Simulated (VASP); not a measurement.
A run of VASP 6.6.1 is set up as follows.

The input INCAR:

```
ALGO     = Normal         # electronic algorithm
EDIFF    = 1E-6           # SCF threshold, eV
ENCUT    = 680            # plane-wave cutoff, eV
GGA      = PS             # functional
GGA_COMPAT= F            
ISIF     = 2              # what is computed and relaxed
ISMEAR   = -1             # smearing method
ISPIN    = 2              # spin polarisation
LASPH    = T              # aspherical terms in the spheres
LCHARG   = F              # write CHGCAR
LMAXMIX  = 4              # l up to which the mixer works
LORBIT   = 11             # projections on sites
LREAL    = F              # projectors in reciprocal space
LWAVE    = F              # write WAVECAR
MAGMOM   = 3 0            # initial moments
NBANDS   = 22             # bands
NELM     = 200            # most SCF steps
NUPDOWN  = 3.0            # fixed moment
PREC     = Accurate       # precision mode
SIGMA    = 0.05           # smearing width, eV
```

File KPOINTS:

```
k-points
0
Gamma
  8 8 8
```

POSCAR

```
MnS
1.0
    0.0000000000      2.4734634191      2.4734634191
    2.4734634191      0.0000000000      2.4734634191
    2.4734634191      2.4734634191      0.0000000000
Mn S
1 1
Direct
    0.0000000000      0.0000000000      0.0000000000
    0.7500000000      0.7500000000      0.7500000000
```

Potentials or basis: VASP PAW PBE potentials, release 64 (Mn_sv, S).

The run is started by

```console
$ cat potpaw_PBE.64/Mn_sv/POTCAR potpaw_PBE.64/S/POTCAR > POTCAR
$ mpirun -np 1 vasp_std > vasp.out
```

(1) Estimate the pressure.

## Answers

(1) 17.5 GPa.

Caveat: the cell stands under pressure; the PAW data sets were made with another functional, which shifts forces and pressure a little; the total moment is fixed, so each spin has its own Fermi level and the state may be an excited one; a cell with one magnetic atom can't hold antiferromagnetic order, which such compounds often take.
